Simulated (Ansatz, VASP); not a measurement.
One calculation of TiSn2Te3, two programs

INCAR

```
SYSTEM = TiSn2Te3
PREC     = Accurate       ! precision mode
ENCUT    = 600            ! plane-wave cutoff, eV
EDIFF    = 1E-7           ! SCF threshold, eV
ISMEAR   = 0              ! smearing method
SIGMA    = 0.1            ! smearing width, eV
LREAL    = .FALSE.        ! projectors in reciprocal space
LASPH    = .TRUE.         ! aspherical terms in the spheres
NELM     = 100            ! most SCF steps
ALGO     = Normal         ! electronic algorithm
ISIF     = 3              ! what is computed and relaxed
LWAVE    = .FALSE.        ! write WAVECAR
LCHARG   = .FALSE.        ! write CHGCAR
GGA      = PE             ! functional
IBRION   = 2              ! ionic algorithm
NSW      = 90             ! ionic steps
EDIFFG   = -0.04          ! ionic threshold
```

The input KPOINTS:

```
regular mesh
0
G
  3 3 6
  0 0 0
```

POSCAR

```
TiSn2Te3
1.0
    7.0810441100      0.0000000000      0.0000000000
   -3.5405220600      6.1323640900      0.0000000000
    0.0000000000      0.0000000000      3.7060282600
Ti Sn Te
1 2 3
Direct
    0.0000000000      0.0000000000      0.0000000000
    0.3333333300      0.6666666700      0.0000000000
    0.6666666700      0.3333333300      0.0000000000
    0.5000000000      0.0000000000      0.5000000000
    0.5000000000      0.5000000000      0.5000000000
    0.0000000000      0.5000000000      0.5000000000
```

Input for Ansatz:

```yaml
crystal:
  lattice:
    - [7.08104411, 0.0, 0.0]
    - [-3.54052206, 6.13236409, 0.0]
    - [0.0, 0.0, 3.70602826]
  atoms:
    - { symbol: Ti, position: [0.0, 0.0, 0.0] }
    - { symbol: Sn, position: [0.33333333, 0.66666667, 0.0] }
    - { symbol: Sn, position: [0.66666667, 0.33333333, 0.0] }
    - { symbol: Te, position: [0.5, 0.0, 0.5] }
    - { symbol: Te, position: [0.5, 0.5, 0.5] }
    - { symbol: Te, position: [0.0, 0.5, 0.5] }
basis:
  ecutwfc: 420
kpoints:
  mp_grid: { grid: [3, 3, 6] }
hamiltonian:
  xc: pbe
scf:
  occupations: { method: gaussian, width: 0.1 }
  lower_state_search: "off"
output:
  forces: true
  stress: true
  eigenvalues: true
relax:
  adjacent_minimum: "off"
  f_tol: 0.04
  max_steps: 70
  cell: { stress_tol: 0.4 }
```

Change from the starting cell: species swapped into the EuB2Rh3 type (P6/mmm, No. 191).

Alike in both runs: task relaxation of cell and atoms; functional PBE; k mesh 3 × 3 × 6; occupations gaussian, width 0.1 eV; no spin polarisation.

|  | VASP | Ansatz |
| --- | --- | --- |
| version | VASP 6.6.1 | Ansatz 0.2.0 |
| potentials or method | VASP PAW PBE potentials, release 64 (Ti_sv, Sn_d, Te), cutoff 600 eV | scalar-relativistic, plane waves, PAW |
| valence electrons in the cell | 58 | 88 |

```tsv
	VASP	Ansatz	Ansatz less VASP
gap on the k mesh at the Fermi level, each at its own relaxed structure (eV)	none	none	-
relaxed volume (Å³/atom)	36.10	35.69	-0.406
relaxed cell length with the largest relative difference (Å)	7.891	7.852	-0.0389
```

A gap of «none» marks a metal or a gap that the smearing closes. VASP's potentials hold 58 valence electrons a cell and Ansatz's 88, so a difference there can come from the potentials and not from the codes.

Spin-orbit coupling is off throughout. Noted on VASP's run: the volume moved by over 15 % at a fixed basis, so the end points are rough.
